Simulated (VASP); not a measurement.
BeZn3Se4: single point with PBEsol

The system is BeZn3Se4.

```xyz
16
Lattice="11.0750 0.0000 0.0000 0.0000 5.5375 0.0000 0.0000 0.0000 5.5375" Properties=species:S:1:pos:R:3 pbc="T T T"
Zn    0.0417    0.0364    0.0296
Zn    5.4941    0.0120    5.4344
Zn    2.7087    2.7440    5.5135
Zn    8.2867    2.8090    5.5198
Zn    0.0356    2.7393    2.7375
Zn    5.5191    2.7995    2.7694
Se    1.3484    1.3627    1.3355
Se    6.9317    1.4247    1.4339
Se    4.1490    4.1716    1.3408
Se    9.7015    4.1735    1.4208
Se    4.1741    1.4045    4.1895
Se    9.6711    1.2692    4.1570
Se    1.4072    4.1395    4.1711
Se    6.8989    4.1263    4.1361
Be    2.7672    0.0109    2.7140
Be    8.2965    0.0483    2.7806
```

```
Program                : VASP 6.6.1
Task                   : single point
Functional             : PBEsol
Potentials or basis    : VASP PAW PBE potentials, release 64 (Zn, Se, Be)
Cutoff                 : 520 eV
k mesh                 : 2 × 2 × 2, shifted
Occupations            : fermi-dirac, width 0.05 eV
Spin                   : no spin polarisation
Dipole correction      : no
Further INCAR settings : LREAL = Auto; ALGO = Normal; EDIFF = 1e-06; NBANDS = 76
```

* Pressure: 0.6 GPa
* Largest force: 1.932 eV/Å
* Band gap on the k mesh: 3.40 eV

Forces in eV/Å, atoms in the order of the input:
```
Zn  -0.581 -0.864 -0.402
Zn   0.709 -0.187  0.832
Zn   0.478  0.109  0.255
Zn   0.371 -0.295  0.189
Zn  -0.447  0.057  0.459
Zn  -0.186 -0.080 -0.186
Se   1.370 -0.280  1.332
Se   0.459 -1.083  0.107
Se  -0.836  0.524  0.781
Se  -0.714  0.518  0.389
Se  -1.237 -0.318 -1.388
Se  -0.609  0.338 -0.724
Se   0.290  0.865 -1.112
Se   0.843  1.094 -0.596
Be   0.122 -0.144  0.138
Be  -0.033 -0.255 -0.074
```

Stress tensor (GPa, compression positive):
```
 0.24 -0.50  0.65
-0.50  0.90 -0.20
 0.65 -0.20  0.77
```

Levels at points of the mesh, in eV from the valence-band top:
```csv
k point,band 58,band 59,band 60,band 61,band 62,band 63,band 64,band 65,band 66,band 67
"(0.25, 0.25, 0.25)",-1.19,-0.58,-0.50,-0.41,-0.03,3.43,3.48,3.72,3.92,4.01
```

Wall time 2.7 min on 1 thread of Intel(R) Xeon(R) Platinum 8488C (Sapphire Rapids) (shared host), peak memory 0.38 GiB.

Caveat: the k points lie up to 0.57 Å⁻¹ apart; the PAW data sets were made with another functional, which shifts forces and pressure a little; a shifted mesh leaves out Γ, where band edges can lie. A k mesh can miss the band edges.
